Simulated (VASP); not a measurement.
Crystal: LiBi.

```
Li Bi
1.0
     3.28000    0.00000    0.00000
     0.00000    3.28000    0.00000
     0.00000    0.00000    4.42800
Li Bi
1 1
Direct
  0.00000 0.00000 0.00000
  0.50000 0.50000 0.50000
```

- Program: VASP 6.6.1
- Task: relaxation of cell and atoms
- Functional: LDA
- Potentials or basis: VASP PAW LDA potentials, release 64 (Li_sv, Bi_d)
- Cutoff: 600 eV
- k mesh: 8 × 8 × 6
- Occupations: gaussian, width 0.05 eV
- Spin: no spin polarisation

At the start: pressure -2.0 GPa; volume 23.82 Å³/atom.

Problem. How do energy, volume and symmetry change on relaxing?

Solution. Over 9 steps the energy falls by 21.8 meV/atom and the volume is 22.16 Å³/atom (-7.0 %); space group P4/mmm (No. 123, to 0.1 Å) before and after.

Step by step:
```csv
step,energy change (eV),largest force (eV/Å),pressure (GPa),volume (Å³)
1,0.0000,0.0000,-1.96,47.64
2,-0.0206,0.0000,-0.50,45.66
3,-0.0237,0.0000,0.36,44.72
4,-0.0313,0.0000,0.22,44.69
5,-0.0432,0.0000,-0.23,44.54
6,-0.0432,0.0000,-0.20,44.57
7,-0.0434,0.0000,-0.24,44.55
8,-0.0435,0.0000,0.09,44.19
9,-0.0435,0.0000,-0.03,44.32
```

Final structure:
```
Li Bi
1.0
     3.30302    0.00000    0.00000
     0.00000    3.30302    0.00000
     0.00000    0.00000    4.06267
Li Bi
1 1
Cartesian
  0.0000 0.0000 0.0000
  1.6515 1.6515 2.0313
```

Caveat: the cutoff is under 1.25 times the usual one of these potentials, so pressure, stress and relaxed cells hold a basis-set (Pulay) error.
